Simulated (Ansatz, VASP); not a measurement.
# Hf4Te: VASP beside Ansatz

```
Hf Te
1.0
    -2.72302    2.72302    4.23401
     2.72302   -2.72302    4.23401
     2.72302    2.72302   -4.23401
Hf Te
4 1
Direct
  0.32330 0.32330 0.00000
  0.67670 0.67670 0.00000
  0.50000 0.00000 0.50000
  0.00000 0.50000 0.50000
  0.00000 0.00000 0.00000
```

Change from the starting cell: species swapped into the PbF4 type (I4/mmm, No. 139).

Alike in both runs: functional PBE; k mesh 10 × 10 × 10; occupations gaussian, width 0.1 eV; no spin polarisation.

Ansatz relaxed the structure, and its values are those at the end. VASP's run is a single point on that final structure, the one shown.

|  | VASP | Ansatz |
| --- | --- | --- |
| version | VASP 6.6.1 | Ansatz 0.2.0 |
| potentials or method | VASP PAW PBE potentials, release 64 (Hf_pv, Te), cutoff 520 eV | scalar-relativistic, plane waves, PAW |
| valence electrons in the cell | 46 | 120 |

```csv
,VASP,Ansatz,Ansatz less VASP
gap on the k mesh at the Fermi level (eV),none,none,-
pressure (GPa),-0.3,0.0,+0.27
rms of the force components (eV/Å),0.012,0.000,-0.0120
```

A gap of «none» marks a metal or a gap that the smearing closes. VASP's potentials hold 46 valence electrons a cell and Ansatz's 120, so a difference there can come from the potentials and not from the codes.

Spin-orbit coupling is off throughout.
